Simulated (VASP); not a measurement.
# MgO (P3m1) in VASP: single point with LDA

Aim: the single point of MgO with LDA.

Program: VASP 6.6.1. These are calculated values, not measurements. Logs are shortened: lines on timing, memory, paths and dates and some standing lists are left out, and cuts for length are marked.

### 1 The cell of the first run

The structure is trigonal, space group P3m1 (No. 156). The conventional cell has a = 3.020 Å, b = 3.020 Å, c = 20.793 Å, α = 90.00°, β = 90.00°, γ = 120.00°. Within 2.8 Å of Mg (site symmetry 3m) lie 3 O at 2.14 Å. Within 2.8 Å of Mg (site symmetry 3m) lie 6 O at 2.14 Å. Mg (site symmetry 3m) has 6 O at 2.14 Å within 2.8 Å. Mg (site symmetry 3m) has 6 O at 2.14 Å within 2.8 Å. Mg (site symmetry 3m) has 6 O at 2.14 Å within 2.8 Å. Mg (site symmetry 3m) has 6 O at 2.14 Å within 2.8 Å. Within 2.8 Å of O (site symmetry 3m) lie 6 Mg at 2.14 Å. Within 2.8 Å of O (site symmetry 3m) lie 6 Mg at 2.14 Å.

### 2 Single point, LDA (the distance across one plane changed)

INCAR reads:

```
PREC = Accurate
ENCUT = 840
EDIFF = 1E-6
ISMEAR = 0
SIGMA = 0.05
LREAL = False
LASPH = True
NELM = 120
ALGO = Normal
ISIF = 2
LWAVE = False
LCHARG = False
GGA = CA
NBANDS = 60
GGA_COMPAT = False
```

KPOINTS reads:

```
Automatic mesh
0
Gamma
  9 9 2
```

POSCAR reads:

```
MgO
1.0
    2.1351500000     -2.1351500000      0.0000000000
    2.1351500000      0.0000000000     -2.1351500000
   12.0047016151     12.0047016151     12.0047016151
Mg O
6 6
Direct
    0.6666666667      0.6666666667      0.0296432468
    0.0000000000      0.0000000000      0.6225081838
    0.3333333333      0.3333333333      0.1482162342
    0.6666666667      0.6666666667      0.3853622090
    0.0000000000      0.0000000000      0.2667892216
    0.3333333333      0.3333333333      0.5039351964
    0.6666666667      0.6666666667      0.2075027279
    0.0000000000      0.0000000000      0.0889297405
    0.3333333333      0.3333333333      0.3260757153
    0.6666666667      0.6666666667      0.5632216901
    1.0000000000      1.0000000000      0.4446487027
    0.3333333333      0.3333333333      0.6817946775
```

Potentials or basis: VASP PAW LDA potentials, release 64 (Mg_sv, O).

Launch:

```bash
cat potpaw_LDA.64/Mg_sv/POTCAR potpaw_LDA.64/O/POTCAR > POTCAR
mpirun -np 1 vasp_std > vasp.out
```

OUTCAR:

```text
PREC = Accurate
   ENCUT = 840
   EDIFF = 1E-6
   ISMEAR = 0
   LREAL = False
   LASPH = True
   NELM = 120
   ISIF = 2
   GGA = CA

 ion  position               nearest neighbor table
   1  0.667  0.667  0.030-
   2  0.000  0.000  0.623-
   3  0.333  0.333  0.148-
   4  0.667  0.667  0.385-
   5  0.000  0.000  0.267-
   6  0.333  0.333  0.504-
   7  0.667  0.667  0.208-
   8  0.000  0.000  0.089-
   9  0.333  0.333  0.326-
  10  0.667  0.667  0.563-
  11  0.000  0.000  0.445-
  12  0.333  0.333  0.682-

  LATTYP: Found a hexagonal cell.
 ALAT       =     3.0195580877
 C/A-ratio  =     6.8860252140

  Lattice vectors:

 A1 = (  -2.1351500000,   0.0000000000,   2.1351500000)
 A2 = (   2.1351500000,  -2.1351500000,   0.0000000000)
 A3 = (  12.0047016151,  12.0047016151,  12.0047016151)

Analysis of symmetry for initial positions (statically):
=====================================================================
 Subroutine PRICEL returns:
 Original cell was already a primitive cell.

 Routine SETGRP: Setting up the symmetry group for a
 hexagonal supercell.

 Subroutine GETGRP returns: Found  6 space group operations
 (whereof  6 operations were pure point group operations)
 out of a pool of 24 trial point group operations.

The static configuration has the point symmetry C_3v.

Analysis of symmetry for dynamics (positions and initial velocities):
=====================================================================
 Subroutine PRICEL returns:
 Original cell was already a primitive cell.

 Routine SETGRP: Setting up the symmetry group for a
 hexagonal supercell.

 Subroutine GETGRP returns: Found  6 space group operations
 (whereof  6 operations were pure point group operations)
 out of a pool of 24 trial point group operations.

The dynamic configuration has the point symmetry C_3v.

 Subroutine INISYM returns: Found  6 space group operations
 (whereof  6 operations are pure point group operations),
 and found     1 'primitive' translations

----------------------------------------------------------------------------------------

                                     Primitive cell

  volume of cell :     164.1835

  direct lattice vectors                    reciprocal lattice vectors
     2.135150000 -2.135150000  0.000000000     0.156117057 -0.312234113  0.156117057
     2.135150000  0.000000000 -2.135150000     0.156117057  0.156117057 -0.312234113
    12.004701615 12.004701615 12.004701615     0.027766899  0.027766899  0.027766899

  length of vectors
     3.019558088  3.019558088 20.792753127     0.382407129  0.382407129  0.048093679

  position of ions in fractional coordinates (direct lattice)
     0.666666667  0.666666667  0.029643247
     0.000000000  0.000000000  0.622508184
     0.333333333  0.333333333  0.148216234
     0.666666667  0.666666667  0.385362209
     0.000000000  0.000000000  0.266789222
     0.333333333  0.333333333  0.503935196
     0.666666667  0.666666667  0.207502728
     0.000000000  0.000000000  0.088929740
     0.333333333  0.333333333  0.326075715
     0.666666667  0.666666667  0.563221690
     0.000000000  0.000000000  0.444648703
     0.333333333  0.333333333  0.681794678

  ion indices of the primitive-cell ions
   primitive index   ion index
                 1           1
                 2           2
                 3           3
                 4           4
                 5           5
                 6           6
                 7           7
                 8           8
                 9           9
                10          10
                11          11
                12          12

----------------------------------------------------------------------------------------

 KPOINTS: Automatic mesh

Automatic generation of k-mesh.
 Grid dimensions read from file:
 generate k-points for:    9    9    2

 Generating k-lattice:

  Cartesian coordinates                     Fractional coordinates (reciprocal lattice)
     0.017346340 -0.034692679  0.017346340     0.111111111  0.000000000  0.000000000
     0.017346340  0.017346340 -0.034692679     0.000000000  0.111111111  0.000000000
     0.013883449  0.013883449  0.013883449     0.000000000  0.000000000  0.500000000

  Length of vectors
     0.042489681  0.042489681  0.024046840

  Shift w.r.t. Gamma in fractional coordinates (k-lattice)
     0.000000000  0.000000000  0.000000000

 Subroutine IBZKPT returns following result:
 ===========================================

 Found     24 irreducible k-points:

 Following reciprocal coordinates:
            Coordinates               Weight
  0.000000  0.000000  0.000000      1.000000
  0.111111  0.000000  0.000000      6.000000
  0.222222  0.000000  0.000000      6.000000
  0.333333  0.000000  0.000000      6.000000
  0.444444  0.000000  0.000000      6.000000
  0.222222  0.111111 -0.000000      6.000000
[... 16 lines left out ...]
 -0.444444  0.222222  0.500000     12.000000
 -0.333333  0.333333  0.500000      2.000000
   k-points           NKPTS =     24   k-points in BZ     NKDIM =     24   number of bands    NBANDS=     60
   number of dos      NEDOS =    301   number of ions     NIONS =     12
   total plane-waves  NPLWV = 180000
   dimension x,y,z NGX =    30 NGY =   30 NGZ =  200
   dimension x,y,z NGXF=    60 NGYF=   60 NGZF=  400
   ions per type =               6   6
   NGX,Y,Z   is equivalent  to a cutoff of  16.52, 16.52, 15.99 a.u.
   NGXF,Y,Z  is equivalent  to a cutoff of  33.03, 33.03, 31.98 a.u.
 SYSTEM =  unknown system
   PREC   = accura    normal or accurate (medium, high low for compatibility)
   ISTART =      0    job   : 0-new  1-cont  2-samecut
   ICHARG =      2    charge: 1-file 2-atom 10-const
   ISPIN  =      1    spin polarized calculation?
   LNONCOLLINEAR =      F non collinear calculations
   LSORBIT =      F    spin-orbit coupling
   LASPH  =      T    aspherical Exc in radial PAW
   ENCUT  =  840.0 eV  61.74 Ry    7.86 a.u.   7.14  7.14 49.14*2*pi/ulx,y,z
   NELM   =    120;   NELMIN=  2; NELMDL= -5     # of ELM steps
   EDIFF  = 0.1E-05   stopping-criterion for ELM
   LREAL  =      F    real-space projection
   EDIFFG = 0.1E-04   stopping-criterion for IOM
   NSW    =      0    number of steps for IOM
   IBRION =     -1    ionic relax: 0-MD 1-quasi-New 2-CG
   NFREE  =      0    steps in history (QN), initial steepest desc. (CG)
   ISIF   =      2    stress and relaxation
   ISYM   =      2    0-nonsym 1-usesym 2-fastsym
   POTIM  = 0.5000    time-step for ionic-motion
   TEBEG  =    0.0;   TEEND  =   0.0 temperature during run
   PSTRESS=    0.0 pullay stress
   NELECT =      96.0000    total number of electrons
   NUPDOWN=      -1.0000    fix difference up-down
   EMIN   =  10.00;   EMAX   =-10.00  energy-range for DOS
   EFERMI =   0.00;   METHOD = LEGACY
   ISMEAR =     0;   SIGMA  =   0.05  broadening in eV -4-tet -1-fermi 0-gaus
   EFERMI_NEDOS =   21; number of points for ismear=-14 and -15
   IALGO  =     38    algorithm
   IMIX   =      4    mixing-type and parameters
     AMIX     =   0.40;   BMIX     =  1.00
     AMIX_MAG =   1.60;   BMIX_MAG =  1.00
  volume/ion in A,a.u.               =      13.68        92.33
  Fermi-wavevector in a.u.,A,eV,Ry     =   1.368954  2.586947 25.497785  1.874034
  Thomas-Fermi vector in A             =   2.494872
   LORBIT       =      0    0 simple, 1 ext, 2 COOP (PROOUT), +10 PAW based schemes
   GGA     = CA    functional components
   LHFCALC =     F    Hartree Fock is set to
   AEXX    =    0.0000 exact exchange contribution
   IVDW    =     0    specifies the selected vdW correction
   LEPSILON=     F    determine dielectric tensor
   LRPA    =     F    only Hartree local field effects (RPA)
 non-spin polarized calculation
 Gauss-broadening in eV      SIGMA  =   0.05
  energy-cutoff  :      840.00
  volume of cell :      164.18
 maximum number of plane-waves:      9144
 NGX is ok and might be reduce to    30
   NGX = 15   NGY = 15   NGZ = 99

 number of electron      95.9999960 magnetization

 Free energy of the ion-electron system (eV)
  ---------------------------------------------------
  ext. energy  EPLUGINS =         0.00000000
  ---------------------------------------------------
  free energy    TOTEN  =       -73.14441840 eV

  energy without entropy =      -73.13572695  energy(sigma->0) =      -73.14007267

 E-fermi :   0.9773     XC(G=0):  -9.2607

 val. band max:        0.9579939364   @ k =   0.3333   0.1111   0.0000
 cond. band min:       1.0183529273   @ k =   0.3333   0.0000   0.0000
 fundamental gap:      0.0603589909
 Fermi energy:         0.9772790415

 k-point     1 :       0.0000    0.0000    0.0000
  band No.  band energies     occupation
      1     -74.4053      2.00000
      2     -73.5424      2.00000
      3     -72.7981      2.00000
      4     -72.0844      2.00000
      5     -71.3640      2.00000
      6     -70.5173      2.00000
[... 52 lines left out ...]
     59      11.2187      0.00000
     60      12.0005      0.00000

 k-point     2 :       0.1111    0.0000    0.0000
  band No.  band energies     occupation
      1     -74.4047      2.00000
      2     -73.5419      2.00000
      3     -72.7976      2.00000
      4     -72.0839      2.00000
      5     -71.3635      2.00000
      6     -70.5167      2.00000
[... 52 lines left out ...]
     59      11.0235      0.00000
     60      11.4522      0.00000

 k-point     3 :       0.2222    0.0000    0.0000
  band No.  band energies     occupation
      1     -74.4033      2.00000
      2     -73.5404      2.00000
      3     -72.7961      2.00000
      4     -72.0823      2.00000
      5     -71.3619      2.00000
      6     -70.5152      2.00000
[... 1312 lines left out ...]
     59      10.2496      0.00000
     60      10.4686      0.00000

 k-point    24 :      -0.3333    0.3333    0.5000
  band No.  band energies     occupation
      1     -74.4000      2.00000
      2     -73.5368      2.00000
      3     -72.7925      2.00000
      4     -72.0788      2.00000
      5     -71.3584      2.00000
      6     -70.5117      2.00000
[... 52 lines left out ...]
     59      10.4324      0.00000
     60      10.4470      0.00000

------------------------ aborting loop because EDIFF is reached ----------------------------------------

  FORCE on cell =-STRESS in cart. coord.  units (eV):
  Direction    XX          YY          ZZ          XY          YZ          ZX
  --------------------------------------------------------------------------------------
  -------------------------------------------------------------------------------------
  Total       -7.6996342     -7.6996342     -7.6996342     -0.0184487     -0.0184487     -0.0184487
  in kB      -75.1365536    -75.1365536    -75.1365536     -0.1800313     -0.1800313     -0.1800313
  external PRESSURE =     -75.1365536 kB  Pullay stress =       0.0000000 kB

 VOLUME and BASIS-vectors are now :
 -----------------------------------------------------------------------------
  energy-cutoff  :      840.00
  volume of cell :      164.18
      direct lattice vectors                 reciprocal lattice vectors
     2.135150000 -2.135150000  0.000000000     0.156117057 -0.312234113  0.156117057
     2.135150000  0.000000000 -2.135150000     0.156117057  0.156117057 -0.312234113
    12.004701615 12.004701615 12.004701615     0.027766899  0.027766899  0.027766899

 POSITION                                       TOTAL-FORCE (eV/Angst)
 -----------------------------------------------------------------------------------
      3.20272     -1.06758     -1.06758         0.150192      0.150192      0.150192
      7.47302      7.47302      7.47302         0.664363      0.664363      0.664363
      3.20272      1.06757      1.06757         0.383219      0.383219      0.383219
      7.47302      3.20272      3.20272         0.334919      0.334919      0.334919
      3.20272      3.20272      3.20272         0.334202      0.334202      0.334202
      7.47302      5.33787      5.33787         0.340302      0.340302      0.340302
      5.33787      1.06757      1.06757        -0.332184     -0.332184     -0.332184
      1.06757      1.06757      1.06757        -0.080829     -0.080829     -0.080829
      5.33787      3.20272      3.20272        -0.333006     -0.333006     -0.333006
      9.60817      5.33787      5.33787        -0.402562     -0.402562     -0.402562
      5.33787      5.33787      5.33787        -0.337217     -0.337217     -0.337217
      9.60817      7.47302      7.47302        -0.721399     -0.721399     -0.721399
 -----------------------------------------------------------------------------------
    total drift:                               -0.000467     -0.000467     -0.000467

  FREE ENERGIE OF THE ION-ELECTRON SYSTEM (eV)
  ---------------------------------------------------
  free  energy   TOTEN  =       -73.1444183969 eV

  energy  without entropy=      -73.1357269525  energy(sigma->0) =      -73.14007267
```

Wall time 9.3 min (1 thread of AMD EPYC 9R45 (Zen 5), shared host); peak memory 0.52 GiB.

What came out:

```yaml
Free_energy: -73.1444 eV
Pressure: -7.5 GPa
Largest_force: 1.249 eV/Å
Band_gap_on_the_k_mesh: zero (bands 48 and 49 overlap by 0.43 eV)
```

Forces in eV/Å, atoms in the order of the input:
```
Mg   0.150  0.150  0.150
Mg   0.664  0.664  0.664
Mg   0.383  0.383  0.383
Mg   0.335  0.335  0.335
Mg   0.334  0.334  0.334
Mg   0.340  0.340  0.340
O   -0.332 -0.332 -0.332
O   -0.081 -0.081 -0.081
O   -0.333 -0.333 -0.333
O   -0.403 -0.403 -0.403
O   -0.337 -0.337 -0.337
O   -0.721 -0.721 -0.721
```

Levels at points of the mesh, in eV from the Fermi level:
| k point | band 44 | band 45 | band 46 | band 47 | band 48 | band 49 | band 50 | band 51 | band 52 | band 53 |
| --- | --- | --- | --- | --- | --- | --- | --- | --- | --- | --- |
| (0.00, 0.00, 0.00) | -1.56 | -0.82 | -0.82 | -0.35 | 0.42 | 0.42 | 2.25 | 3.37 | 4.31 | 5.17 |
| (0.00, 0.00, 0.50) | -1.56 | -0.82 | -0.82 | -0.35 | 0.42 | 0.42 | 2.25 | 3.38 | 4.30 | 5.17 |

Caveat: the cell differs from its parent crystal (the distance across one plane changed); the cell stands under tension; semilocal functionals underestimate gaps, and a narrow one can read as zero; forces of over 1 eV/Å act on the atoms, so gaps and moduli don't describe the material at rest.

The gap in the log of VASP goes by the Fermi energy; the results here count the filled bands.